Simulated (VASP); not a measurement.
# HfH3 (Pm-3m) in VASP: a series of runs, part 2 of 2

VASP 6.6.1. Earlier steps stand in the parts before.

**5. Single point, LDA**

This run uses another cell than the first one, of 8.22 Å³/atom, 1.273 times its volume.

Contents of INCAR:

```
PREC = Accurate ; ENCUT = 520
EDIFF = 1E-6 ; ISMEAR = 1
SIGMA = 0.2 ; LREAL = F
LASPH = T ; NELM = 100
ALGO = Normal ; ISIF = 2
LWAVE = F ; LCHARG = T
LELF = T ; LVHAR = T
NBANDS = 14
```

Contents of KPOINTS:

```
regular mesh
0
Gamma
  8 8 8
```

Contents of POSCAR:

```
HfH3
1.0
    3.2033534613      0.0000000000      0.0000000000
    0.0000000000      3.2033534613      0.0000000000
    0.0000000000      0.0000000000      3.2033534613
Hf H
1 3
Direct
    0.0000000000      0.0000000000      0.0000000000
    0.0000000000      0.5000000000      0.5000000000
    0.5000000000      0.0000000000      0.5000000000
    0.5000000000      0.5000000000      0.0000000000
```

Potentials or basis: VASP PAW LDA potentials, release 64 (Hf_pv, H).

Started as:

```bash
> cat potpaw_LDA.64/Hf_pv/POTCAR potpaw_LDA.64/H/POTCAR > POTCAR
> mpirun -np 1 vasp_std > vasp.out
```

OUTCAR:

```text
PREC = Accurate
   ENCUT = 520
   EDIFF = 1E-6
   ISMEAR = 1
   LREAL = F
   LASPH = T
   NELM = 100
   ISIF = 2

 ion  position               nearest neighbor table
   1  0.000  0.000  0.000-   2 2.27   3 2.27   4 2.27   2 2.27   3 2.27   2 2.27   4 2.27   2 2.27
                             3 2.27   4 2.27   3 2.27   4 2.27
   2  0.000  0.500  0.500-   1 2.27   1 2.27   1 2.27   1 2.27
   3  0.500  0.000  0.500-   1 2.27   1 2.27   1 2.27   1 2.27
   4  0.500  0.500  0.000-   1 2.27   1 2.27   1 2.27   1 2.27

  LATTYP: Found a simple cubic cell.
 ALAT       =     3.2033534613

  Lattice vectors:

 A1 = (   3.2033534613,   0.0000000000,   0.0000000000)
 A2 = (   0.0000000000,   3.2033534613,   0.0000000000)
 A3 = (   0.0000000000,   0.0000000000,   3.2033534613)

Analysis of symmetry for initial positions (statically):
=====================================================================
 Subroutine PRICEL returns:
 Original cell was already a primitive cell.

 Routine SETGRP: Setting up the symmetry group for a
 simple cubic supercell.

 Subroutine GETGRP returns: Found 48 space group operations
 (whereof 48 operations were pure point group operations)
 out of a pool of 48 trial point group operations.

The static configuration has the point symmetry O_h .

Analysis of symmetry for dynamics (positions and initial velocities):
=====================================================================
 Subroutine PRICEL returns:
 Original cell was already a primitive cell.

 Routine SETGRP: Setting up the symmetry group for a
 simple cubic supercell.

 Subroutine GETGRP returns: Found 48 space group operations
 (whereof 48 operations were pure point group operations)
 out of a pool of 48 trial point group operations.

The dynamic configuration has the point symmetry O_h .

 Subroutine INISYM returns: Found 48 space group operations
 (whereof 48 operations are pure point group operations),
 and found     1 'primitive' translations

[... 127 lines left out ...]
   LEPSILON=     F    determine dielectric tensor
   LRPA    =     F    only Hartree local field effects (RPA)
 non-spin polarized calculation
 Methfessel and Paxton  Order N= 1 SIGMA  =   0.20
  energy-cutoff  :      520.00
  volume of cell :       32.87
 maximum number of plane-waves:       912
 NGX is ok and might be reduce to    24
   NGX = 11   NGY = 11   NGZ = 11

 number of electron      12.9999995 magnetization

 Free energy of the ion-electron system (eV)
  ---------------------------------------------------
  ext. energy  EPLUGINS =         0.00000000
  ---------------------------------------------------
  free energy    TOTEN  =       -22.22730982 eV

  energy without entropy =      -22.23016150  energy(sigma->0) =      -22.22826038

 E-fermi :   3.9971     XC(G=0): -11.0738

 val. band max:        3.9922532001   @ k =   0.5000   0.5000   0.2500
 cond. band min:       4.0998859650   @ k =   0.5000   0.0000   0.0000
 fundamental gap:      0.1076327649
 Fermi energy:         3.9971064635

 k-point     1 :       0.0000    0.0000    0.0000
  band No.  band energies     occupation
      1     -27.0335      2.00000
      2     -27.0335      2.00000
      3     -27.0335      2.00000
      4      -6.6430      2.00000
      5       0.0620      2.00000
      6       0.0620      2.00000
      7       7.8441     -0.00000
      8       7.8441     -0.00000
      9       7.8441     -0.00000
     10       9.7261      0.00000
     11       9.7261      0.00000
     12      11.5423      0.00000
     13      11.5423      0.00000
     14      11.5423      0.00000
[... 377 lines left out ...]
      1     -27.3989      2.00000
      2     -27.3332      2.00000
      3     -27.0241      2.00000
      4      -2.4177      2.00000
      5      -0.7202      2.00000
      6       0.1300      2.00000
      7       2.9622      2.00000
      8       5.9518     -0.00000
      9       6.0027     -0.00000
     10       9.3927      0.00000
     11      10.7960      0.00000
     12      11.1825      0.00000
     13      12.4019      0.00000
     14      15.1839      0.00000

 [... further k-points ...]
[... 5 lines left out ...]
  --------------------------------------------------------------------------------------
  -------------------------------------------------------------------------------------
  Total       -3.9426259     -3.9426259     -3.9426259     -0.0000000      0.0000000     -0.0000000
  in kB     -192.1682183   -192.1682183   -192.1682183     -0.0000000      0.0000000     -0.0000000
  external PRESSURE =    -192.1682183 kB  Pullay stress =       0.0000000 kB

 VOLUME and BASIS-vectors are now :
 -----------------------------------------------------------------------------
  energy-cutoff  :      520.00
  volume of cell :       32.87
      direct lattice vectors                 reciprocal lattice vectors
     3.203353461  0.000000000  0.000000000     0.312172856  0.000000000  0.000000000
     0.000000000  3.203353461  0.000000000     0.000000000  0.312172856  0.000000000
     0.000000000  0.000000000  3.203353461     0.000000000  0.000000000  0.312172856

 POSITION                                       TOTAL-FORCE (eV/Angst)
 -----------------------------------------------------------------------------------
      0.00000      0.00000      0.00000         0.000000      0.000000      0.000000
      0.00000      1.60168      1.60168         0.000000      0.000000      0.000000
      1.60168      0.00000      1.60168         0.000000      0.000000      0.000000
      1.60168      1.60168      0.00000         0.000000      0.000000      0.000000
 -----------------------------------------------------------------------------------
    total drift:                                0.000000      0.000000     -0.000000

  FREE ENERGIE OF THE ION-ELECTRON SYSTEM (eV)
  ---------------------------------------------------
  free  energy   TOTEN  =       -22.2273098223 eV

  energy  without entropy=      -22.2301614975  energy(sigma->0) =      -22.22826038
```

OSZICAR:

```text
N       E                     dE             d eps       ncg     rms          rms(c)
DAV:   1     0.137861727400E+02    0.13786E+02   -0.64984E+03   980   0.808E+02
DAV:   2    -0.226342606095E+02   -0.36420E+02   -0.34723E+02  1286   0.176E+02
DAV:   3    -0.236172407941E+02   -0.98298E+00   -0.97883E+00  1178   0.201E+01
DAV:   4    -0.236219634769E+02   -0.47227E-02   -0.47220E-02  1156   0.173E+00
DAV:   5    -0.236219972162E+02   -0.33739E-04   -0.33739E-04  1220   0.128E-01    0.384E+01
DAV:   6    -0.223913749950E+02    0.12306E+01   -0.91007E-01  1070   0.678E+00    0.265E+01
DAV:   7    -0.223007505215E+02    0.90624E-01   -0.88112E-01  1130   0.650E+00    0.650E+00
DAV:   8    -0.222373841520E+02    0.63366E-01   -0.27049E-01  1046   0.374E+00    0.156E+00
DAV:   9    -0.222272107517E+02    0.10173E-01   -0.27267E-02  1112   0.127E+00    0.258E-01
DAV:  10    -0.222273266550E+02   -0.11590E-03   -0.18230E-03  1190   0.280E-01    0.230E-01
DAV:  11    -0.222273090426E+02    0.17612E-04   -0.59090E-05  1088   0.590E-02    0.121E-02
DAV:  12    -0.222273098223E+02   -0.77974E-06   -0.49168E-06  1206   0.158E-02
   1 F= -.22227310E+02 E0= -.22228260E+02  d E =0.285168E-02
```

stdout:

```text
POSCAR found type information on POSCAR HfH
 POSCAR found :  2 types and       4 ions
 scaLAPACK will be used
 LDA part: xc-table for (Slater(with rela. corr.)+CA(PZ))
 , standard interpolation
 POSCAR, INCAR and KPOINTS ok, starting setup
 FFT: planning ... GRIDC
 FFT: planning ... GRID_SOFT
 FFT: planning ... GRID
 WAVECAR not read
 entering main loop
```

Run time: 5.8 s. Hardware: 1 thread of Intel Xeon Platinum 8488C (Sapphire Rapids), shared host; peak memory 0.13 GiB.

What came out:

```
Free energy : -22.2273 eV
Pressure    : -19.2 GPa
```

Caveat: spin-orbit coupling is left out, which moves the levels of the heavy elements.

**6. Summary**

| cell | gap on the mesh (eV) | pressure (GPa) |
| --- | --- | --- |
| a = 2.956 Å, 4 atoms | none | 13.1 |
| a = 3.043 Å, 4 atoms | none | -2.2 |
| a = 3.085 Å, 4 atoms | none | -7.9 |
| a = 3.203 Å, 4 atoms | none | -19.2 |

Alike in all rows: task single point; level LDA; potentials or basis VASP PAW LDA potentials, release 64 (Hf_pv, H); no spin polarisation; k mesh 8 × 8 × 8; cutoff (eV) 520; smearing methfessel-paxton 0.2 eV.

Caveats: spin-orbit coupling is left out, which moves the levels of the heavy elements.

Total energies depend on the potentials used, so only differences within one code and one set of settings carry meaning.
